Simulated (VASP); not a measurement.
# Nb (Pm-3m) in VASP: a series of runs

Runs on Nb. Level: r2SCAN. Tasks: single point.

Everything below comes from runs of VASP 6.6.1. Logs are shortened: lines on timing, memory, paths and dates and some standing lists are left out, and cuts for length are marked.

### 1 The cell of the first run

The structure is cubic, space group Pm-3m (No. 221). Conventional cell: a = 2.813 Å, b = 2.813 Å, c = 2.813 Å, α = 90.00°, β = 90.00°, γ = 90.00°. Within 3.7 Å of Nb (site symmetry m-3m) lie 6 Nb at 2.81 Å.

### 2 Single point, r2SCAN, collinear spin, ferromagnetic start (volume scaled by 1.12)

Input file POSCAR:

```
Nb
1.0
    2.8127502059      0.0000000000      0.0000000000
    0.0000000000      2.8127502059      0.0000000000
    0.0000000000      0.0000000000      2.8127502059
Nb
1
Direct
    0.0000000000      0.0000000000      0.0000000000
```

Input file INCAR.step1:

```
  PREC = Accurate
  ENCUT = 520
  ISMEAR = -1
  SIGMA = 0.05
  LREAL = False
  LASPH = True
  NELM = 150
  ISPIN = 2
  MAGMOM = 1
  LMAXMIX = 4
  NBANDS = 16
  GGA = PE
  ALGO = Normal
  EDIFF = 1E-4
  LWAVE = True
  LCHARG = False
```

Input file INCAR.step2:

```
  PREC = Accurate
  ENCUT = 520
  EDIFF = 1E-6
  ISMEAR = -1
  SIGMA = 0.05
  LREAL = False
  LASPH = True
  NELM = 150
  ALGO = Normal
  ISIF = 2
  LWAVE = False
  LCHARG = False
  ISPIN = 2
  MAGMOM = 1
  LORBIT = 11
  LMAXMIX = 4
  METAGGA = R2SCAN
  LMIXTAU = True
  NBANDS = 16
  ISTART = 1
```

Input file KPOINTS:

```
Automatic mesh
0
Gamma
  13 13 13
```

Potentials or basis: VASP PAW PBE potentials, release 64 (Nb_sv).

Command:

```sh
$ cat potpaw_PBE.64/Nb_sv/POTCAR > POTCAR
$ cp INCAR.step1 INCAR
$ mpirun -np 1 vasp_std > vasp.out
$ cp INCAR.step2 INCAR
$ mpirun -np 1 vasp_std > vasp.out
```

OUTCAR:

```text
PREC = Accurate
   ENCUT = 520
   EDIFF = 1E-6
   ISMEAR = -1
   LREAL = False
   LASPH = True
   NELM = 150
   ISIF = 2
   ISPIN = 2
   LORBIT = 11
   METAGGA = R2SCAN
   ISTART = 1

 ion  position               nearest neighbor table
   1  0.000  0.000  0.000-

  LATTYP: Found a simple cubic cell.
 ALAT       =     2.8127502059

  Lattice vectors:

 A1 = (   2.8127502059,   0.0000000000,   0.0000000000)
 A2 = (   0.0000000000,   2.8127502059,   0.0000000000)
 A3 = (   0.0000000000,   0.0000000000,   2.8127502059)

Analysis of symmetry for initial positions (statically):
=====================================================================
 Subroutine PRICEL returns:
 Original cell was already a primitive cell.

 Routine SETGRP: Setting up the symmetry group for a
 simple cubic supercell.

 Subroutine GETGRP returns: Found 48 space group operations
 (whereof 48 operations were pure point group operations)
 out of a pool of 48 trial point group operations.

The static configuration has the point symmetry O_h .

Analysis of symmetry for dynamics (positions and initial velocities):
=====================================================================
 Subroutine PRICEL returns:
 Original cell was already a primitive cell.

 Routine SETGRP: Setting up the symmetry group for a
 simple cubic supercell.

 Subroutine GETGRP returns: Found 48 space group operations
 (whereof 48 operations were pure point group operations)
 out of a pool of 48 trial point group operations.

The dynamic configuration has the point symmetry O_h .

Analysis of structural, dynamic, and magnetic symmetry:
=====================================================================
 Subroutine PRICEL returns:
 Original cell was already a primitive cell.

 Routine SETGRP: Setting up the symmetry group for a
 simple cubic supercell.

 Subroutine GETGRP returns: Found 48 space group operations
 (whereof 48 operations were pure point group operations)
 out of a pool of 48 trial point group operations.

The overall configuration has the point symmetry O_h .

 Subroutine INISYM returns: Found 48 space group operations
 (whereof 48 operations are pure point group operations),
 and found     1 'primitive' translations

----------------------------------------------------------------------------------------

                                     Primitive cell

  volume of cell :      22.2533

  direct lattice vectors                    reciprocal lattice vectors
     2.812750206  0.000000000  0.000000000     0.355523927  0.000000000  0.000000000
     0.000000000  2.812750206  0.000000000     0.000000000  0.355523927  0.000000000
     0.000000000  0.000000000  2.812750206     0.000000000  0.000000000  0.355523927

  length of vectors
     2.812750206  2.812750206  2.812750206     0.355523927  0.355523927  0.355523927

  position of ions in fractional coordinates (direct lattice)
     0.000000000  0.000000000  0.000000000

  ion indices of the primitive-cell ions
   primitive index   ion index
                 1           1

----------------------------------------------------------------------------------------

 KPOINTS: Automatic mesh

Automatic generation of k-mesh.
 Grid dimensions read from file:
 generate k-points for:   13   13   13

 Generating k-lattice:

  Cartesian coordinates                     Fractional coordinates (reciprocal lattice)
     0.027347994  0.000000000  0.000000000     0.076923077  0.000000000  0.000000000
     0.000000000  0.027347994  0.000000000     0.000000000  0.076923077  0.000000000
     0.000000000  0.000000000  0.027347994     0.000000000  0.000000000  0.076923077

  Length of vectors
     0.027347994  0.027347994  0.027347994

  Shift w.r.t. Gamma in fractional coordinates (k-lattice)
     0.000000000  0.000000000  0.000000000

 Subroutine IBZKPT returns following result:
 ===========================================

 Found     84 irreducible k-points:

 Following reciprocal coordinates:
            Coordinates               Weight
  0.000000  0.000000  0.000000      1.000000
  0.076923  0.000000  0.000000      6.000000
  0.153846  0.000000  0.000000      6.000000
  0.230769  0.000000  0.000000      6.000000
  0.307692  0.000000  0.000000      6.000000
  0.384615  0.000000  0.000000      6.000000
[... 16 lines left out ...]
  0.307692  0.307692  0.000000     12.000000
  0.384615  0.307692  0.000000     24.000000
 [... further k-points ...]
   k-points           NKPTS =     84   k-points in BZ     NKDIM =     84   number of bands    NBANDS=     16
   number of dos      NEDOS =    301   number of ions     NIONS =      1
   total plane-waves  NPLWV =  13824
   dimension x,y,z NGX =    24 NGY =   24 NGZ =   24
   dimension x,y,z NGXF=    48 NGYF=   48 NGZF=   48
   ions per type =               1
   NGX,Y,Z   is equivalent  to a cutoff of  14.19, 14.19, 14.19 a.u.
   NGXF,Y,Z  is equivalent  to a cutoff of  28.37, 28.37, 28.37 a.u.
 SYSTEM =  unknown system
   PREC   = accura    normal or accurate (medium, high low for compatibility)
   ISTART =      1    job   : 0-new  1-cont  2-samecut
   ICHARG =      0    charge: 1-file 2-atom 10-const
   ISPIN  =      2    spin polarized calculation?
   LNONCOLLINEAR =      F non collinear calculations
   LSORBIT =      F    spin-orbit coupling
   LASPH  =      T    aspherical Exc in radial PAW
   ENCUT  =  520.0 eV  38.22 Ry    6.18 a.u.   5.23  5.23  5.23*2*pi/ulx,y,z
   NELM   =    150;   NELMIN=  2; NELMDL=  0     # of ELM steps
   EDIFF  = 0.1E-05   stopping-criterion for ELM
   LREAL  =      F    real-space projection
   EDIFFG = 0.1E-04   stopping-criterion for IOM
   NSW    =      0    number of steps for IOM
   IBRION =     -1    ionic relax: 0-MD 1-quasi-New 2-CG
   NFREE  =      0    steps in history (QN), initial steepest desc. (CG)
   ISIF   =      2    stress and relaxation
   ISYM   =      2    0-nonsym 1-usesym 2-fastsym
   POTIM  = 0.5000    time-step for ionic-motion
   TEBEG  =    0.0;   TEEND  =   0.0 temperature during run
   PSTRESS=    0.0 pullay stress
   NELECT =      13.0000    total number of electrons
   NUPDOWN=      -1.0000    fix difference up-down
   EMIN   =  10.00;   EMAX   =-10.00  energy-range for DOS
   EFERMI =   0.00;   METHOD = LEGACY
   ISMEAR =    -1;   SIGMA  =   0.05  broadening in eV -4-tet -1-fermi 0-gaus
   EFERMI_NEDOS =   21; number of points for ismear=-14 and -15
   IALGO  =     38    algorithm
   IMIX   =      4    mixing-type and parameters
     AMIX     =   0.40;   BMIX     =  1.00
     AMIX_MAG =   1.60;   BMIX_MAG =  1.00
  volume/ion in A,a.u.               =      22.25       150.17
  Fermi-wavevector in a.u.,A,eV,Ry     =   1.368542  2.586169 25.482448  1.872907
  Thomas-Fermi vector in A             =   2.494497
   LORBIT       =     11    0 simple, 1 ext, 2 COOP (PROOUT), +10 PAW based schemes
   METAGGA = R2SCAN    functional components
   LHFCALC =     F    Hartree Fock is set to
   AEXX    =    0.0000 exact exchange contribution
   IVDW    =     0    specifies the selected vdW correction
   LEPSILON=     F    determine dielectric tensor
   LRPA    =     F    only Hartree local field effects (RPA)
 spin polarized calculation
  energy-cutoff  :      520.00
  volume of cell :       22.25
 maximum number of plane-waves:       621
 NGX is ok and might be reduce to    24
   NGX = 11   NGY = 11   NGZ = 11

 number of electron      13.0000001 magnetization      -0.0000021

 number of electron      13.0000001 magnetization       0.0000084

 Free energy of the ion-electron system (eV)
  ---------------------------------------------------
  ext. energy  EPLUGINS =         0.00000000
  ---------------------------------------------------
  free energy    TOTEN  =       -23.73381413 eV

  energy without entropy =      -23.72589078  energy(sigma->0) =      -23.72985245

 E-fermi :   8.5611     XC(G=0): -12.2921

 val. band max:        8.5119202444   @ k =   0.4615   0.4615   0.1538
 cond. band min:       8.5632573920   @ k =   0.3846   0.3846   0.2308
 fundamental gap:      0.0513371476
 Fermi energy:         8.5611333349

 spin component 1

 k-point     1 :       0.0000    0.0000    0.0000
  band No.  band energies     occupation
      1     -48.0230      1.00000
      2     -22.7457      1.00000
      3     -22.7457      1.00000
      4     -22.7457      1.00000
      5       2.8507      1.00000
      6       5.8843      1.00000
[... 8 lines left out ...]
     15      30.2755      0.00000
     16      30.2755      0.00000

 k-point     2 :       0.0769    0.0000    0.0000
  band No.  band energies     occupation
      1     -48.0151      1.00000
      2     -22.8162      1.00000
      3     -22.7399      1.00000
      4     -22.7399      1.00000
      5       3.0120      1.00000
      6       5.9264      1.00000
[... 8 lines left out ...]
     15      29.6599      0.00000
     16      31.0141      0.00000
[... 387 lines left out ...]
      5       5.8771      1.00000
      6       6.9564      1.00000
[... 8 lines left out ...]
     15      30.4405      0.00000
     16      30.9740      0.00000

 k-point    24 :       0.3846    0.3077    0.0000
  band No.  band energies     occupation
      1     -47.8089      1.00000
      2     -23.6576      1.00000
      3     -23.4167      1.00000
      4     -22.5912      1.00000
      5       5.8865      1.00000
      6       6.9552      1.00000
[... 8 lines left out ...]
     15      30.0783      0.00000
     16      31.2259      0.00000

 [... further k-points ...]

 spin component 2

 k-point     1 :       0.0000    0.0000    0.0000
  band No.  band energies     occupation
      1     -48.0230      1.00000
      2     -22.7457      1.00000
      3     -22.7457      1.00000
      4     -22.7457      1.00000
      5       2.8507      1.00000
      6       5.8843      1.00000
[... 8 lines left out ...]
     15      30.2755      0.00000
     16      30.2755      0.00000

 k-point     2 :       0.0769    0.0000    0.0000
  band No.  band energies     occupation
      1     -48.0151      1.00000
      2     -22.8162      1.00000
      3     -22.7399      1.00000
      4     -22.7399      1.00000
      5       3.0119      1.00000
      6       5.9264      1.00000
[... 8 lines left out ...]
     15      29.6599      0.00000
     16      31.0141      0.00000
[... 387 lines left out ...]
      5       5.8771      1.00000
      6       6.9564      1.00000
[... 8 lines left out ...]
     15      30.4405      0.00000
     16      30.9740      0.00000

 k-point    24 :       0.3846    0.3077    0.0000
  band No.  band energies     occupation
      1     -47.8089      1.00000
      2     -23.6576      1.00000
      3     -23.4167      1.00000
      4     -22.5912      1.00000
      5       5.8865      1.00000
      6       6.9552      1.00000
[... 8 lines left out ...]
     15      30.0783      0.00000
     16      31.2259      0.00000

 [... further k-points ...]
[... 5 lines left out ...]
  --------------------------------------------------------------------------------------
  -------------------------------------------------------------------------------------
  Total       -1.7769799     -1.7769799     -1.7769799     -0.0000000      0.0000000      0.0000000
  in kB     -127.9380140   -127.9380140   -127.9380140     -0.0000000      0.0000000      0.0000000
  external PRESSURE =    -127.9380140 kB  Pullay stress =       0.0000000 kB

 VOLUME and BASIS-vectors are now :
 -----------------------------------------------------------------------------
  energy-cutoff  :      520.00
  volume of cell :       22.25
      direct lattice vectors                 reciprocal lattice vectors
     2.812750206  0.000000000  0.000000000     0.355523927  0.000000000  0.000000000
     0.000000000  2.812750206  0.000000000     0.000000000  0.355523927  0.000000000
     0.000000000  0.000000000  2.812750206     0.000000000  0.000000000  0.355523927

 POSITION                                       TOTAL-FORCE (eV/Angst)
 -----------------------------------------------------------------------------------
      0.00000      0.00000      0.00000         0.000000      0.000000      0.000000
 -----------------------------------------------------------------------------------
    total drift:                               -0.000000      0.000000      0.000000

  FREE ENERGIE OF THE ION-ELECTRON SYSTEM (eV)
  ---------------------------------------------------
  free  energy   TOTEN  =       -23.7338141266 eV

  energy  without entropy=      -23.7258907825  energy(sigma->0) =      -23.72985245

 total charge

# of ion       s       p       d       tot
------------------------------------------
    1        2.217   5.953   2.495  10.665

 magnetization (x)

# of ion       s       p       d       tot
------------------------------------------
    1       -0.000  -0.000  -0.000  -0.000
```

Wall time 83 s (1 thread of Intel Xeon Platinum 8488C (Sapphire Rapids), shared host); peak memory 0.18 GiB.

What came out:

```
Free energy                                           : -23.7338 eV
Pressure                                              : -12.8 GPa
Net moment                                            : 0.00 μB per cell
Valence electrons inside the program's atomic spheres : Nb 10.66
```

Caveat: the PAW data sets were made with another functional, which shifts forces and pressure a little.

### 3 Single point, r2SCAN (volume scaled by 0.88)

Input file POSCAR:

```
Nb
1.0
    2.5964445526      0.0000000000      0.0000000000
    0.0000000000      2.5964445526      0.0000000000
    0.0000000000      0.0000000000      2.5964445526
Nb
1
Direct
    0.0000000000      0.0000000000      0.0000000000
```

Input file INCAR.step1:

```
PREC = Accurate
ENCUT = 520
ISMEAR = -1
SIGMA = 0.1
LREAL = False
LASPH = True
NELM = 80
NBANDS = 12
GGA = PE
ALGO = Normal
EDIFF = 1E-4
LWAVE = True
LCHARG = False
```

Input file INCAR.step2:

```
PREC = Accurate
ENCUT = 520
EDIFF = 1E-7
ISMEAR = -1
SIGMA = 0.1
LREAL = False
LASPH = True
NELM = 80
ALGO = Normal
ISIF = 2
LWAVE = False
LCHARG = False
METAGGA = R2SCAN
LMIXTAU = True
NBANDS = 12
ISTART = 1
```

Input file KPOINTS:

```
regular mesh
0
Gamma
  13 13 13
```

Potentials or basis: VASP PAW PBE potentials, release 64 (Nb_sv).

Command:

```sh
$ cat potpaw_PBE.64/Nb_sv/POTCAR > POTCAR
$ cp INCAR.step1 INCAR
$ mpirun -np 1 vasp_std > vasp.out
$ cp INCAR.step2 INCAR
$ mpirun -np 1 vasp_std > vasp.out
```

It took 36 s on 1 thread of Intel Xeon 6975P-C, shared host; peak memory 0.14 GiB.

It converged, with:

* Free energy: -23.7112 eV
* Pressure: 21.6 GPa

Levels at points of the mesh, in eV from the Fermi level:
| k point | band 5 | band 6 | band 7 | band 8 | band 9 | band 10 |
| --- | --- | --- | --- | --- | --- | --- |
| (0.00, 0.00, 0.00) | -6.23 | -3.66 | -3.66 | 6.29 | 6.29 | 6.29 |

Caveat: the PAW data sets were made with another functional, which shifts forces and pressure a little.

### 4 Single point, r2SCAN (volume scaled by 0.92)

Input file POSCAR:

```
Nb
1.0
    2.6352031706      0.0000000000      0.0000000000
    0.0000000000      2.6352031706      0.0000000000
    0.0000000000      0.0000000000      2.6352031706
Nb
1
Direct
    0.0000000000      0.0000000000      0.0000000000
```

Input file INCAR.step1:

```
SYSTEM = Nb
ALGO     = Normal         ! electronic algorithm
EDIFF    = 1E-4           ! SCF threshold, eV
ENCUT    = 520            ! plane-wave cutoff, eV
GGA      = PE             ! functional
ISMEAR   = -1             ! smearing method
LASPH    = .TRUE.         ! aspherical terms in the spheres
LCHARG   = .FALSE.        ! write CHGCAR
LREAL    = .FALSE.        ! projectors in reciprocal space
LWAVE    = .TRUE.         ! write WAVECAR
NBANDS   = 12             ! bands
NELM     = 100            ! most SCF steps
PREC     = Accurate       ! precision mode
SIGMA    = 0.1            ! smearing width, eV
```

Input file INCAR.step2:

```
SYSTEM = Nb
ALGO     = Normal         ! electronic algorithm
EDIFF    = 1E-6           ! SCF threshold, eV
ENCUT    = 520            ! plane-wave cutoff, eV
ISIF     = 2              ! what is computed and relaxed
ISMEAR   = -1             ! smearing method
ISTART   = 1            
LASPH    = .TRUE.         ! aspherical terms in the spheres
LCHARG   = .FALSE.        ! write CHGCAR
LMIXTAU  = .TRUE.       
LREAL    = .FALSE.        ! projectors in reciprocal space
LWAVE    = .FALSE.        ! write WAVECAR
METAGGA  = R2SCAN         ! meta-GGA
NBANDS   = 12             ! bands
NELM     = 100            ! most SCF steps
PREC     = Accurate       ! precision mode
SIGMA    = 0.1            ! smearing width, eV
```

Input file KPOINTS:

```
k-points
0
G
  13 13 13
  0 0 0
```

Command:

```sh
$ cat potpaw_PBE.64/Nb_sv/POTCAR > POTCAR
$ cp INCAR.step1 INCAR
$ mpirun -np 1 vasp_std > vasp.out
$ cp INCAR.step2 INCAR
$ mpirun -np 1 vasp_std > vasp.out
```

It took 35 s on 1 thread of Intel Xeon 6975P-C, shared host; peak memory 0.14 GiB.

Results (log left out):

```yaml
Free_energy: -23.7959 eV
Pressure: 12.6 GPa
```

Levels at points of the mesh, in eV from the Fermi level:
```
           k point  band 3  band 4  band 5  band 6  band 7  band 8  band 9  band 10  band 11  band 12
(0.00, 0.00, 0.00)  -30.80  -30.80   -6.15   -3.45   -3.45    6.00    6.00     6.00    16.40    16.40
```

Caveat: the PAW data sets were made with another functional, which shifts forces and pressure a little.

(Part 1 of 2 ends here.)
